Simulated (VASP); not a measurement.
Runs of VASP 6.6.1 on SbS3. The structure is that of space group Im-3m (No. 229), or close to it. The cells are those of the table. 

| task | cell | k mesh | cutoff (eV) | gap on the mesh (eV) | pressure (GPa) | relaxed volume (Å³/atom) |
| --- | --- | --- | --- | --- | --- | --- |
| relaxation of cell and atoms | relaxed from a = 4.798 Å, angles 109.5°, 4 atoms | 12 × 12 × 12 | 600 | - | 0.0 | 20.83 |
| relaxation of cell and atoms | relaxed from a = 5.110 Å, angles 109.5°, 4 atoms | 4 × 4 × 4 | 600 | - | 0.0 | 21.13 |
| single point | a = 4.798 Å, angles 109.5°, 4 atoms | 4 × 4 × 4 | 520 | none | -0.2 | - |
| single point | a = 4.770 Å, angles 109.5°, 4 atoms | 12 × 12 × 12 | 520 | none | -0.2 | - |
| single point | a = 5.110 Å, angles 109.5°, 4 atoms | 4 × 4 × 4 | 520 | none | (a) | - |

Alike in all rows: level PBE; potentials or basis VASP PAW PBE potentials, release 64 (Sb, S); no spin polarisation; smearing gaussian 0.1 eV.

Task: Estimate the missing entries.

Result: (a) -8.8.

Caveats: some runs use coarse meshes; spin-orbit coupling is left out, which moves the levels of the heavy elements; the bands computed are all filled at some k points, so no gap is given (some runs); the volume moved by over 15 % at a fixed basis, so the end points are rough (some runs).

A k mesh can miss the band edges, and the runs leave out spin-orbit coupling on Sb.

A gap of «none» marks levels without a gap at the run's occupations.
